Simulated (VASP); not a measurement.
Cu: single point with PBEsol+D3(BJ)

Cu:

```
Cu
1.0
    -1.40970    1.40970    1.36444
     1.40970   -1.40970    1.36444
     1.40970    1.40970   -1.36444
Cu
1
Cartesian
  0.0000 0.0000 0.0000
```

```
Program             : VASP 6.6.1
Task                : single point
Functional          : PBEsol
Dispersion          : D3(BJ)
Potentials or basis : VASP PAW PBE potentials, release 64 (Cu)
Cutoff              : 520 eV
k mesh              : 13 × 13 × 13
Occupations         : fermi-dirac, width 0.05 eV
Spin                : no spin polarisation
```

```yaml
Pressure: 0.8 GPa
Dispersion_energy_per_atom: -0.571 eV
```

Levels at points of the mesh, in eV from the Fermi level:
| k point | band 4 | band 5 | band 6 | band 7 | band 8 | band 9 |
| --- | --- | --- | --- | --- | --- | --- |
| (0.00, 0.00, 0.00) | -3.28 | -2.26 | -2.11 | 25.61 | 25.61 | 26.45 |

Run time: 14 s on 1 thread of Intel Xeon 6455B, with other jobs on the host, peak memory 0.15 GiB.

Caveat: the PAW data sets were made with another functional, which shifts forces and pressure a little; pairwise dispersion overbinds metals, which lowers pressure and volume.
